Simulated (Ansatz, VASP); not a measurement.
# One calculation of Be, two programs

```xyz
2
Lattice="2.2151 0.0000 0.0000 -1.1075 1.9183 0.0000 0.0000 0.0000 3.4984" Properties=species:S:1:pos:R:3 pbc="T T T"
Be    0.0000    1.2789    0.8746
Be    1.1075    0.6394    2.6238
```

Alike in both runs: functional PBE; dispersion D3(BJ); k mesh 21 × 21 × 12; occupations fermi-dirac, width 0.15 eV; no spin polarisation.

Ansatz relaxed the structure, and its values are those at the end. VASP's run is a single point on that final structure, the one shown.

|  | VASP | Ansatz |
| --- | --- | --- |
| version | VASP 6.6.1 | Ansatz 0.2.0 |
| potentials or method | VASP PAW PBE potentials, release 64 (Be), cutoff 600 eV | scalar-relativistic, plane waves, PAW |
| valence electrons in the cell | 4 | 4 |

```csv
,VASP,Ansatz,Ansatz less VASP
gap on the k mesh at the Fermi level (eV),none,none,-
pressure (GPa),0.2,0.0,-0.20
```

A gap of «none» marks a metal or a gap that the smearing closes.
